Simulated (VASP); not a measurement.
Write the native input for VASP 6.6.1 that does the following.

```yaml
Task: single point
Functional: PBE
Potentials_or_basis: VASP PAW PBE potentials, release 64 (Mo_sv, S)
Cutoff: 520 eV
k_mesh: 8 × 8 × 2
Occupations: methfessel-paxton, width 0.15 eV
Spin: no spin polarisation
Dipole_correction: no
Further_INCAR_settings: ALGO = Normal; EDIFF = 1e-06; NBANDS = 35
```

The structure of MoS2 lies in POSCAR:

```
MoS2
1.0
    3.1690000000      0.0000000000      0.0000000000
   -1.5845000000      2.7444350000      0.0000000000
    0.0000000000      0.0000000000     12.3240000000
Mo S
2 4
Direct
    0.3333333333      0.6666666667      0.2500000000
    0.6666666667      0.3333333333      0.7500000000
    0.3333333333      0.6666666667      0.6230000000
    0.6666666667      0.3333333333      0.1230000000
    0.3333333333      0.6666666667      0.8770000000
    0.6666666667      0.3333333333      0.3770000000
```

One way to write it, as run:

INCAR

```
ALGO     = Normal         # electronic algorithm
EDIFF    = 1E-6           # SCF threshold, eV
ENCUT    = 520            # plane-wave cutoff, eV
GGA      = PE             # functional
ISIF     = 2              # what is computed and relaxed
ISMEAR   = 1              # smearing method
LASPH    = True           # aspherical terms in the spheres
LCHARG   = True           # write CHGCAR
LELF     = True           # ELF
LREAL    = False          # projectors in reciprocal space
LVHAR    = True         
LWAVE    = False          # write WAVECAR
NBANDS   = 35             # bands
NELM     = 100            # most SCF steps
PREC     = Accurate       # precision mode
SIGMA    = 0.15           # smearing width, eV
```

KPOINTS

```
k-points
0
Gamma
  8 8 2
```

Potentials or basis: VASP PAW PBE potentials, release 64 (Mo_sv, S).

The run is started by

```bash
$ cat potpaw_PBE.64/Mo_sv/POTCAR potpaw_PBE.64/S/POTCAR > POTCAR
$ mpirun -np 1 vasp_std > vasp.out
```

Results of the run:

- Pressure: 1.9 GPa
- Largest force: 0.078 eV/Å
- Band gap on the k mesh: 0.99 eV, indirect (least direct gap 1.94 eV)

Caveat: this functional lacks dispersion, which binds the layers, so the pressure and a relaxed spacing across them are unreliable.

Wall time 61 s on 1 thread of Intel(R) Xeon(R) Platinum 8175M CPU @ 2.50GHz (Skylake/Cascade Lake) (shared host), peak memory 0.24 GiB.
